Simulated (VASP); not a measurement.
TiO2, 6 atoms in the cell. Symmetry: I4_1/amd, No. 141, tetragonal system. Conventional cell: a = 3.781 Å, b = 3.781 Å, c = 9.497 Å, α = 90.00°, β = 90.00°, γ = 90.00°. Within 2.6 Å of Ti (site symmetry -4m2) lie 6 O at 1.93 to 1.99 Å. Within 2.6 Å of O (site symmetry 2mm) lie 3 Ti at 1.93 to 1.99 Å and 2 O at 2.47 Å. 

- Program: VASP 6.6.1
- Task: single point
- Functional: PBE
- Potentials or basis: VASP PAW PBE potentials, release 64 (Ti_sv, O)
- Cutoff: 520 eV
- k mesh: 10 × 10 × 10
- Occupations: gaussian, width 0.02 eV
- Spin: no spin polarisation
- Dipole correction: no
- Further INCAR settings: ALGO = Normal; EDIFF = 1e-06; NBANDS = 33

Potentials or basis: VASP PAW PBE potentials, release 64 (Ti_sv, O).

The run is started by

```console
$ cat potpaw_PBE.64/Ti_sv/POTCAR potpaw_PBE.64/O/POTCAR > POTCAR
$ mpirun -np 1 vasp_std > vasp.out
```

Hardware: 1 thread of Intel(R) Xeon(R) Platinum 8259CL CPU @ 2.50GHz (Skylake/Cascade Lake), with other jobs on the host.

How long does it take, and how much memory?

Run time: 7 min on 1 thread of Intel(R) Xeon(R) Platinum 8259CL CPU @ 2.50GHz (Skylake/Cascade Lake), on a shared host, peak memory 0.37 GiB. Counts: scf iterations 16, k points 102.
